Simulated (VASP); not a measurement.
Runs of VASP 6.6.1 on Pt. The structure is that of space group Fm-3m (No. 225), or close to it. The cells are those of the table. 

```tsv
task	cell	k mesh	cutoff (eV)	smearing	gap on the mesh (eV)	pressure (GPa)	relaxed volume (Å³/atom)
single point	a = 2.753 Å, angles 60.0°, 1 atom	16 × 16 × 16	520	gaussian 0.1 eV	none	0.8	-
single point	a = 2.756 Å, angles 60.0°, 1 atom	16 × 16 × 16	520	fermi-dirac 0.15 eV	none	0.8	-
relaxation of cell and atoms	relaxed from a = 2.752 Å, angles 60.0°, 1 atom	16 × 16 × 16	600	gaussian 0.1 eV	none	0.0	14.80
relaxation of cell and atoms	relaxed from a = 2.753 Å, angles 60.0°, 1 atom	16 × 16 × 16	600	fermi-dirac 0.15 eV	none	0.0	(a)
single point	a = 2.752 Å, angles 60.0°, 1 atom	8 × 8 × 8	520	gaussian 0.1 eV	none	0.9	-
single point	a = 2.788 Å, angles 60.0°, 1 atom	8 × 8 × 8	520	gaussian 0.1 eV	none	(b)	-
relaxation of cell and atoms	relaxed from a = 2.788 Å, angles 60.0°, 1 atom	8 × 8 × 8	600	gaussian 0.1 eV	none	-0.1	14.77
```

Alike in all rows: level LDA; potentials or basis VASP PAW LDA potentials, release 64 (Pt); no spin polarisation.

Problem. Estimate the missing entries.

Solution. (a) 14.84; (b) -10.5.

Caveats: spin-orbit coupling is left out, which moves the levels of the heavy elements.

A k mesh can miss the band edges, and the runs leave out spin-orbit coupling on Pt.

A gap of «none» marks levels without a gap at the run's occupations.
